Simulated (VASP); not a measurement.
# MgSi4N (Cmmm) in VASP: notebook

MgSi4N is run at these levels: PBE; tasks: single point.

All numbers are computed with VASP 6.6.1; they aren't measurements. Logs are shortened: lines on timing, memory, paths and dates and some standing lists are left out, and cuts for length are marked.

## 1. The cell of the first run

Symmetry: Cmmm, No. 65, orthorhombic system. The conventional cell has a = 5.095 Å, b = 8.565 Å, c = 4.108 Å, α = 90.00°, β = 90.00°, γ = 90.00°. Within 3.3 Å of Mg (site symmetry mmm) lie 8 Si at 2.49 to 2.51 Å and 4 N at 3.27 Å. Si (site symmetry m2m) has 2 Mg at 2.51 Å and 7 Si at 2.52 to 2.91 Å and 3 N at 2.84 to 2.93 Å within 3.3 Å. Within 3.3 Å of Si (site symmetry 2/m) lie 2 Mg at 2.49 Å and 6 Si at 2.52 to 2.55 Å and 4 N at 3.23 Å. N (site symmetry mmm) has 14 Si at 2.84 to 3.23 Å and 4 Mg at 3.27 Å within 3.7 Å.

The cell was generated, and may not be a known phase.

## 2. Single point, PBE

INCAR reads:

```
  ALGO = Normal
  EDIFF = 1E-7
  ENCUT = 520
  GGA = PE
  ISIF = 2
  ISMEAR = 0
  LASPH = True
  LCHARG = True
  LELF = True
  LREAL = False
  LVHAR = True
  LWAVE = False
  NBANDS = 20
  NELM = 60
  PREC = Accurate
  SIGMA = 0.1
```

KPOINTS reads:

```
k-points
0
Gamma
  4 4 4
```

POSCAR reads:

```
MgSi4N
1.0
    2.5473141300     -4.2826794800      0.0000000000
    2.5473141300      4.2826794800      0.0000000000
    0.0000000000      0.0000000000      4.1081491900
Mg Si N
1 4 1
Direct
    0.0000000000      0.0000000000      0.5000000000
    0.1683408000      0.8316592000      0.0000000000
    0.8316592000      0.1683408000      0.0000000000
    0.0000000000      0.5000000000      0.5000000000
    0.5000000000      0.0000000000      0.5000000000
    0.5000000000      0.5000000000      0.0000000000
```

Potentials or basis: VASP PAW PBE potentials, release 64 (Mg, Si, N).

On the command line:

```sh
> cat potpaw_PBE.64/Mg/POTCAR potpaw_PBE.64/Si/POTCAR potpaw_PBE.64/N/POTCAR > POTCAR
> mpirun -np 1 vasp_std > vasp.out
```

OUTCAR:

```text
EDIFF = 1E-7
   ENCUT = 520
   GGA = PE
   ISIF = 2
   ISMEAR = 0
   LASPH = True
   LREAL = False
   NELM = 60
   PREC = Accurate

 ion  position               nearest neighbor table
   1  0.000  0.000  0.500-   4 2.49   5 2.49   4 2.49   5 2.49   2 2.51   3 2.51   2 2.51   3 2.51

   2  0.168  0.832  0.000-   1 2.51   1 2.51   5 2.52   4 2.52   4 2.52   5 2.52   3 2.88   3 2.91
                             3 2.91
   3  0.832  0.168  0.000-   1 2.51   1 2.51   5 2.52   4 2.52   4 2.52   5 2.52   2 2.88   2 2.91
                             2 2.91
   4  0.000  0.500  0.500-   1 2.49   1 2.49   3 2.52   2 2.52   3 2.52   2 2.52   5 2.55   5 2.55

   5  0.500  0.000  0.500-   1 2.49   1 2.49   3 2.52   2 2.52   3 2.52   2 2.52   4 2.55   4 2.55

   6  0.500  0.500  0.000-

  LATTYP: Found a base centered orthorhombic cell.
 ALAT       =     5.0946282600
 B/A-ratio  =     1.6812529831
 C/A-ratio  =     0.8063687830

  Lattice vectors:

 A1 = (   2.5473141300,  -4.2826794800,   0.0000000000)
 A2 = (   2.5473141300,   4.2826794800,   0.0000000000)
 A3 = (   0.0000000000,   0.0000000000,   4.1081491900)

Analysis of symmetry for initial positions (statically):
=====================================================================
 Subroutine PRICEL returns:
 Original cell was already a primitive cell.

 Routine SETGRP: Setting up the symmetry group for a
 base centered orthorhombic supercell.

 Subroutine GETGRP returns: Found  8 space group operations
 (whereof  8 operations were pure point group operations)
 out of a pool of  8 trial point group operations.

The static configuration has the point symmetry D_2h.

Analysis of symmetry for dynamics (positions and initial velocities):
=====================================================================
 Subroutine PRICEL returns:
 Original cell was already a primitive cell.

 Routine SETGRP: Setting up the symmetry group for a
 base centered orthorhombic supercell.

 Subroutine GETGRP returns: Found  8 space group operations
 (whereof  8 operations were pure point group operations)
 out of a pool of  8 trial point group operations.

The dynamic configuration has the point symmetry D_2h.

 Subroutine INISYM returns: Found  8 space group operations
 (whereof  8 operations are pure point group operations),
 and found     1 'primitive' translations

----------------------------------------------------------------------------------------

                                     Primitive cell

  volume of cell :      89.6343

  direct lattice vectors                    reciprocal lattice vectors
     2.547314130 -4.282679480  0.000000000     0.196285175 -0.116749339  0.000000000
     2.547314130  4.282679480  0.000000000     0.196285175  0.116749339  0.000000000
     0.000000000  0.000000000  4.108149190     0.000000000  0.000000000  0.243418618

  length of vectors
     4.982986334  4.982986334  4.108149190     0.228381869  0.228381869  0.243418618

  position of ions in fractional coordinates (direct lattice)
     0.000000000  0.000000000  0.500000000
     0.168340800  0.831659200  0.000000000
     0.831659200  0.168340800  0.000000000
     0.000000000  0.500000000  0.500000000
     0.500000000  0.000000000  0.500000000
     0.500000000  0.500000000  0.000000000

  ion indices of the primitive-cell ions
   primitive index   ion index
                 1           1
                 2           2
                 3           3
                 4           4
                 5           5
                 6           6

----------------------------------------------------------------------------------------

 KPOINTS: k-points

Automatic generation of k-mesh.
 Grid dimensions read from file:
 generate k-points for:    4    4    4

 Generating k-lattice:

  Cartesian coordinates                     Fractional coordinates (reciprocal lattice)
     0.049071294 -0.029187335  0.000000000     0.250000000  0.000000000  0.000000000
     0.049071294  0.029187335  0.000000000     0.000000000  0.250000000  0.000000000
     0.000000000  0.000000000  0.060854655     0.000000000  0.000000000  0.250000000

  Length of vectors
     0.057095467  0.057095467  0.060854655

  Shift w.r.t. Gamma in fractional coordinates (k-lattice)
     0.000000000  0.000000000  0.000000000

 Subroutine IBZKPT returns following result:
 ===========================================

 Found     21 irreducible k-points:

 Following reciprocal coordinates:
            Coordinates               Weight
  0.000000  0.000000  0.000000      1.000000
  0.250000 -0.000000  0.000000      4.000000
  0.500000 -0.000000  0.000000      2.000000
  0.250000  0.250000  0.000000      2.000000
  0.500000  0.250000  0.000000      4.000000
 -0.250000  0.250000  0.000000      2.000000
[... 13 lines left out ...]
 -0.250000  0.250000  0.500000      2.000000
  0.500000  0.500000  0.500000      1.000000
[... 39 lines left out ...]
  volume/ion in A,a.u.               =      14.94       100.81
  Fermi-wavevector in a.u.,A,eV,Ry     =   1.040302  1.965885 14.724604  1.082228
  Thomas-Fermi vector in A             =   2.174871
   LORBIT       =      0    0 simple, 1 ext, 2 COOP (PROOUT), +10 PAW based schemes
   GGA     = PE    functional components
   LHFCALC =     F    Hartree Fock is set to
   AEXX    =    0.0000 exact exchange contribution
   IVDW    =     0    specifies the selected vdW correction
   LEPSILON=     F    determine dielectric tensor
   LRPA    =     F    only Hartree local field effects (RPA)
 non-spin polarized calculation
 Gauss-broadening in eV      SIGMA  =   0.10
  energy-cutoff  :      520.00
  volume of cell :       89.63
 maximum number of plane-waves:      2436
 NGX is ok and might be reduce to    40
   NGX = 19   NGY = 19   NGZ = 15

 number of electron      23.0000000 magnetization

 Free energy of the ion-electron system (eV)
  ---------------------------------------------------
  ext. energy  EPLUGINS =         0.00000000
  ---------------------------------------------------
  free energy    TOTEN  =       -23.69627738 eV

  energy without entropy =      -23.68161766  energy(sigma->0) =      -23.68894752

 E-fermi :   7.0374     XC(G=0): -10.4470

 val. band max:        6.9903340102   @ k =   0.2500  -0.0000   0.2500
 cond. band min:       7.0891356841   @ k =   0.2500  -0.0000   0.5000
 fundamental gap:      0.0988016739
 Fermi energy:         7.0373999368

 k-point     1 :       0.0000    0.0000    0.0000
  band No.  band energies     occupation
      1      -6.8656      2.00000
      2      -4.1616      2.00000
      3      -1.0831      2.00000
      4       0.1814      2.00000
      5       1.5674      2.00000
      6       1.8851      2.00000
[... 12 lines left out ...]
     19      12.2598      0.00000
     20      12.7394      0.00000

 k-point     2 :       0.2500   -0.0000    0.0000
  band No.  band energies     occupation
      1      -6.4858      2.00000
      2      -4.3406      2.00000
      3      -2.7734      2.00000
      4       1.0220      2.00000
      5       1.9315      2.00000
      6       1.9550      2.00000
[... 12 lines left out ...]
     19      12.0809      0.00000
     20      12.4685      0.00000

 k-point     3 :       0.5000   -0.0000    0.0000
  band No.  band energies     occupation
      1      -5.7259      2.00000
      2      -4.9371      2.00000
      3      -3.7075      2.00000
      4       0.7169      2.00000
      5       2.8594      2.00000
      6       3.1495      2.00000
[... 12 lines left out ...]
     19      11.7340      0.00000
     20      13.3394      0.00000

 k-point     4 :       0.2500    0.2500    0.0000
  band No.  band energies     occupation
      1      -5.8339      2.00000
      2      -4.3434      2.00000
      3      -4.2844      2.00000
      4       0.9434      2.00000
      5       2.7465      2.00000
      6       3.1353      2.00000
[... 360 lines left out ...]
 k-point    20 :      -0.2500    0.2500    0.5000
  band No.  band energies     occupation
      1      -5.5735      2.00000
      2      -4.1710      2.00000
      3      -2.7633      2.00000
      4       0.1073      2.00000
      5       0.1537      2.00000
      6       1.6909      2.00000
[... 12 lines left out ...]
     19      13.4201      0.00000
     20      14.4675      0.00000

 k-point    21 :       0.5000    0.5000    0.5000
  band No.  band energies     occupation
      1      -5.2787      2.00000
      2      -3.9014      2.00000
      3      -3.0436      2.00000
      4      -0.6793      2.00000
      5      -0.3746      2.00000
      6       1.4956      2.00000
[... 12 lines left out ...]
     19      13.1037      0.00000
     20      13.1573      0.00000

------------------------ aborting loop because EDIFF is reached ----------------------------------------

  FORCE on cell =-STRESS in cart. coord.  units (eV):
  Direction    XX          YY          ZZ          XY          YZ          ZX
  --------------------------------------------------------------------------------------
  -------------------------------------------------------------------------------------
  Total        1.2879120      6.5302720      4.8089738      0.0000000      0.0000000      0.0000000
  in kB       23.0209104    116.7259929     85.9584779      0.0000000      0.0000000      0.0000000
  external PRESSURE =      75.2351271 kB  Pullay stress =       0.0000000 kB

 VOLUME and BASIS-vectors are now :
 -----------------------------------------------------------------------------
  energy-cutoff  :      520.00
  volume of cell :       89.63
      direct lattice vectors                 reciprocal lattice vectors
     2.547314130 -4.282679480  0.000000000     0.196285175 -0.116749339  0.000000000
     2.547314130  4.282679480  0.000000000     0.196285175  0.116749339  0.000000000
     0.000000000  0.000000000  4.108149190     0.000000000  0.000000000  0.243418618

 POSITION                                       TOTAL-FORCE (eV/Angst)
 -----------------------------------------------------------------------------------
      0.00000      0.00000      2.05407        -0.000000     -0.000000      0.000000
      2.54731      2.84078      0.00000        -0.000000     -0.480798      0.000000
      2.54731     -2.84078      0.00000        -0.000000      0.480798     -0.000000
      1.27366      2.14134      2.05407        -0.000000     -0.000000      0.000000
      1.27366     -2.14134      2.05407        -0.000000     -0.000000      0.000000
      2.54731      0.00000      0.00000         0.000000      0.000000      0.000000
 -----------------------------------------------------------------------------------
    total drift:                                0.000000      0.000000     -0.000000

  FREE ENERGIE OF THE ION-ELECTRON SYSTEM (eV)
  ---------------------------------------------------
  free  energy   TOTEN  =       -23.6962773848 eV

  energy  without entropy=      -23.6816176602  energy(sigma->0) =      -23.68894752
```

It took 20 s on 1 thread of Intel Xeon 6975P-C (Granite Rapids), shared host; peak memory 0.22 GiB.

Results:

```yaml
Free_energy: -23.6963 eV
Pressure: 7.5 GPa
Largest_force: 0.481 eV/Å
Band_gap_on_the_k_mesh: zero (an odd number of electrons rules out a gap without spin polarisation)
```

Forces in eV/Å, atoms in the order of the input:
```
Mg   0.000  0.000  0.000
Si   0.000 -0.481  0.000
Si   0.000  0.481  0.000
Si   0.000  0.000  0.000
Si   0.000  0.000  0.000
N    0.000  0.000  0.000
```

Stress tensor (GPa, compression positive):
```
 2.30  0.00  0.00
 0.00 11.67  0.00
 0.00  0.00  8.60
```

Caveat: the k points lie up to 0.38 Å⁻¹ apart, too coarse for converged energies and pressures of a metal.

## 3. Single point, PBE, collinear spin, ferromagnetic start

INCAR reads:

```
PREC = Accurate ; ENCUT = 520
EDIFF = 1E-6 ; ISMEAR = 0
SIGMA = 0.1 ; LREAL = F
LASPH = T ; NELM = 150
ALGO = Normal ; ISIF = 2
LWAVE = F ; LCHARG = F
ISPIN = 2 ; MAGMOM = 0 0 0 0 0 1
LORBIT = 11 ; GGA = PE
NBANDS = 24
```

KPOINTS reads:

```
Automatic mesh
0
Gamma
  4 4 4
```

POSCAR is that of step 2.

Potentials or basis: VASP PAW PBE potentials, release 64 (Mg, Si, N).

On the command line:

```sh
> cat potpaw_PBE.64/Mg/POTCAR potpaw_PBE.64/Si/POTCAR potpaw_PBE.64/N/POTCAR > POTCAR
> mpirun -np 1 vasp_std > vasp.out
```

Run time: 54 s. Hardware: 1 thread of Intel Xeon 6975P-C (Granite Rapids), shared host; peak memory 0.29 GiB.

The run converged. Its results:

* Free energy: -23.7566 eV
* Pressure: 9.3 GPa
* Largest force: 0.403 eV/Å
* Net moment: 1.26 μB per cell
* Site moments: Mg +0.01; Si -0.01, +0.02 (each value once); N +0.91 μB
* Valence electrons inside the program's atomic spheres: Mg 0.52; Si 1.58, 1.65 (each value once); N 3.35

Forces in eV/Å, atoms in the order of the input:
```
Mg   0.000  0.000  0.000
Si   0.000 -0.403  0.000
Si   0.000  0.403  0.000
Si   0.000  0.000  0.000
Si   0.000  0.000  0.000
N    0.000  0.000  0.000
```

Stress tensor (GPa, compression positive):
```
 3.34  0.00  0.00
 0.00 13.93  0.00
 0.00  0.00 10.64
```

Levels at points of the mesh, in eV from the Fermi level:
Spin up:
| k point | band 9 | band 10 | band 11 | band 12 | band 13 | band 14 | band 15 | band 16 |
| --- | --- | --- | --- | --- | --- | --- | --- | --- |
| (0.00, 0.00, 0.00) | -3.03 | -1.35 | -0.95 | -0.16 | 0.55 | 0.61 | 1.31 | 2.08 |
| (0.50, 0.00, 0.00) | -2.17 | -1.70 | -1.67 | -0.51 | 0.38 | 0.39 | 0.82 | 2.27 |
| (0.50, 0.50, 0.00) | -1.66 | -1.58 | -1.43 | -1.21 | -0.04 | 0.18 | 1.66 | 1.74 |
| (0.00, 0.00, 0.50) | -3.15 | -3.08 | -2.28 | -2.02 | -0.75 | -0.23 | 3.22 | 3.47 |
| (0.50, 0.00, 0.50) | -1.25 | -1.12 | -0.64 | -0.55 | 0.81 | 1.58 | 2.23 | 2.95 |
| (0.50, 0.50, 0.50) | -1.23 | -1.00 | -0.88 | -0.22 | 1.17 | 2.77 | 2.85 | 2.94 |
Spin down:
```tsv
k point	band 7	band 8	band 9	band 10	band 11	band 12	band 13	band 14	band 15	band 16
(0.00, 0.00, 0.00)	-4.05	-3.40	-3.05	-0.97	0.51	0.56	0.83	1.54	1.55	2.08
(0.50, 0.00, 0.00)	-3.79	-3.15	-2.16	-1.12	0.22	0.37	0.42	0.83	1.35	2.27
(0.50, 0.50, 0.00)	-3.68	-2.17	-1.43	-0.47	-0.36	-0.08	0.02	0.19	1.81	2.06
(0.00, 0.00, 0.50)	-4.47	-3.28	-2.40	-2.22	-2.01	-0.76	-0.59	-0.18	3.94	4.16
(0.50, 0.00, 0.50)	-3.44	-3.22	-1.08	0.07	0.41	0.78	0.83	1.94	2.40	2.86
(0.50, 0.50, 0.50)	-5.33	-4.35	-0.95	0.01	0.37	1.16	1.66	2.86	2.87	2.88
```

Caveat: the k points lie up to 0.38 Å⁻¹ apart.

## 4. Single point, PBE, collinear spin, ferromagnetic start

This run uses another cell than the first one, of 16.61 Å³/atom.

INCAR reads:

```
SYSTEM = MgSi4N
ALGO = Normal
EDIFF = 1E-6
ENCUT = 520
GGA = PE
ISIF = 2
ISMEAR = 0
ISPIN = 2
LASPH = .True.
LCHARG = .False.
LORBIT = 11
LREAL = .False.
LWAVE = .False.
MAGMOM = 0 0 0 0 0 1
NBANDS = 24
NELM = 150
PREC = Accurate
SIGMA = 0.1
```

KPOINTS reads:

```
k-points
0
Gamma
  4 4 4
  0 0 0
```

POSCAR reads:

```
MgSi4N
1.0
    2.1033712948     -5.0877450443      0.0000000000
    2.1033712948      5.0877450443      0.0000000000
    0.0000000000      0.0000000000      4.6563718965
Mg Si N
1 4 1
Direct
    0.0000000000      0.0000000000      0.5000000000
    0.1245834576      0.8754165424      0.0000000000
    0.8754165424      0.1245834576      0.0000000000
    0.0000000000      0.5000000000      0.5000000000
    0.5000000000      0.0000000000      0.5000000000
    0.5000000000      0.5000000000      0.0000000000
```

On the command line:

```sh
> cat potpaw_PBE.64/Mg/POTCAR potpaw_PBE.64/Si/POTCAR potpaw_PBE.64/N/POTCAR > POTCAR
> mpirun -np 1 vasp_std > vasp.out
```

Run time: 70 s. Hardware: 1 thread of Intel Xeon 6975P-C (Granite Rapids), shared host; peak memory 0.32 GiB.

It converged, with:

```
Free energy                                           : -25.2470 eV
Pressure                                              : -0.1 GPa
Largest force                                         : 0.004 eV/Å
Net moment                                            : 0.00 μB per cell
Valence electrons inside the program's atomic spheres : Mg 0.39; Si 1.51, 1.70 (each value once); N 3.39
```

Forces in eV/Å, atoms in the order of the input:
```
Mg   0.000  0.000  0.000
Si   0.000 -0.004  0.000
Si   0.000  0.004  0.000
Si   0.000  0.000  0.000
Si   0.000  0.000  0.000
N    0.000  0.000  0.000
```

Stress tensor (GPa, compression positive):
```
 0.03  0.00  0.00
 0.00 -0.15  0.00
 0.00  0.00 -0.14
```

Levels at points of the mesh, in eV from the Fermi level:
Spin up:
```
           k point  band 10  band 11  band 12  band 13  band 14  band 15
(0.00, 0.00, 0.00)    -1.62    -1.17    -0.60     0.31     1.38     1.97
(0.50, 0.00, 0.00)    -2.00    -1.37    -0.85     0.62     1.33     1.77
(0.50, 0.50, 0.00)    -1.77    -0.69     0.24     0.93     1.15     1.25
(0.00, 0.00, 0.50)    -2.15    -1.06    -0.72     0.08     1.54     2.52
(0.50, 0.00, 0.50)    -0.93    -0.79     0.86     1.12     2.95     3.39
(0.50, 0.50, 0.50)    -0.58    -0.08     0.86     0.88     1.82     2.11
```
Spin down:
```csv
k point,band 9,band 10,band 11,band 12,band 13,band 14,band 15,band 16
"(0.00, 0.00, 0.00)",-3.14,-1.62,-1.17,-0.60,0.31,1.38,1.97,2.21
"(0.50, 0.00, 0.00)",-2.10,-2.00,-1.37,-0.85,0.62,1.33,1.77,2.53
"(0.50, 0.50, 0.00)",-3.27,-1.77,-0.69,0.24,0.93,1.15,1.25,2.86
"(0.00, 0.00, 0.50)",-3.59,-2.15,-1.06,-0.72,0.08,1.54,2.52,2.83
"(0.50, 0.00, 0.50)",-2.08,-0.93,-0.79,0.86,1.12,2.95,3.39,3.57
"(0.50, 0.50, 0.50)",-1.25,-0.58,-0.08,0.86,0.88,1.82,2.11,2.67
```

Caveat: the k points lie up to 0.40 Å⁻¹ apart.

## 5. The runs side by side

```tsv
spin	cell	gap on the mesh (eV)	pressure (GPa)	moment (μB)	largest force (eV/Å)
off	a = 4.983, b = 4.983, c = 4.108 Å, angles 90.0, 90.0, 118.5°, 6 atoms, atomic positions A	none	7.5	-	0.48
collinear, ferromagnetic start	a = 4.983, b = 4.983, c = 4.108 Å, angles 90.0, 90.0, 118.5°, 6 atoms, atomic positions A	none	9.3	1.26	0.40
collinear, ferromagnetic start	a = 5.505, b = 5.505, c = 4.656 Å, angles 90.0, 90.0, 135.1°, 6 atoms, atomic positions B	none	-0.1	0.00	-
```

Alike in all rows: task single point; level PBE; potentials or basis VASP PAW PBE potentials, release 64 (Mg, Si, N); k mesh 4 × 4 × 4; cutoff (eV) 520; smearing gaussian 0.1 eV.

Caveats: all runs use coarse meshes.

Total energies depend on the potentials used, so only differences within one code and one set of settings carry meaning.

The gap in the log of VASP goes by the Fermi energy; the results here count the filled bands.